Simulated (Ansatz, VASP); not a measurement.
# Ti in VASP and in Ansatz

The input INCAR:

```
PREC = Accurate ; ENCUT = 520
EDIFF = 1E-6 ; ISMEAR = -1
SIGMA = 0.05 ; LREAL = F
LASPH = T ; NELM = 60
ALGO = Normal ; ISIF = 2
LWAVE = F ; LCHARG = F
GGA = PS ; NBANDS = 12
```

Contents of KPOINTS:

```
Automatic mesh
0
Gamma
  14 14 14
```

The input POSCAR:

```
Ti
1.0
   -1.6574100000      1.6410000000      1.6410000000
    1.6410000000     -1.6574100000      1.6410000000
    1.6410000000      1.6410000000     -1.6574100000
Ti
1
Direct
    0.0000000000      0.0000000000      0.0000000000
```

Input for Ansatz:

```yaml
crystal:
  lattice:
    - [-1.65741, 1.641, 1.641]
    - [1.641, -1.65741, 1.641]
    - [1.641, 1.641, -1.65741]
  atoms:
    - { symbol: Ti, position: [0.0, 0.0, 0.0] }
kpoints:
  mp_grid: { grid: [14, 14, 14] }
  band_path:
    path:
      - [0.0, 0.0, 0.0]
      - [0.0, 0.0, 0.5]
      - [-0.5, 0.5, 0.5]
      - [-0.7524689983, 0.2475310017, 0.2475310017]
      - [0.2475310017, 0.2475310017, 0.2475310017]
      - [0.0, 0.0, 0.0]
      - [-0.5, 0.0, 0.5]
    npoints: 5
scf:
  occupations: { method: fermi_dirac, width: 0.05 }
hamiltonian:
  xc: pbesol
  pseudopotentials: { kind: all_electron, lapw: { basis_error: 0.00025 } }
output:
  forces: true
  stress: true
  eigenvalues: true
```

Change from the starting cell: equal xy, yz and zx shear strains of -1 %.

Alike in both runs: task single point; functional PBEsol; k mesh 14 × 14 × 14; occupations fermi-dirac, width 0.05 eV; no spin polarisation.

|  | VASP | Ansatz |
| --- | --- | --- |
| version | VASP 6.6.1 | Ansatz 0.2.0 |
| potentials or method | VASP PAW PBE potentials, release 64 (Ti_sv), cutoff 520 eV | all-electron LAPW, scalar-relativistic |

VASP gave:

* pressure (GPa): -6.8
* traceless stress, the component that is largest in VASP (GPa): 0.33

Which values does Ansatz return?

Pressure (GPa): -6.7; traceless stress, the component that is largest in VASP (GPa): 0.34.

VASP's potentials were made for PBE, not for PBEsol. Ansatz ran all-electron here, and VASP with PAW potentials.
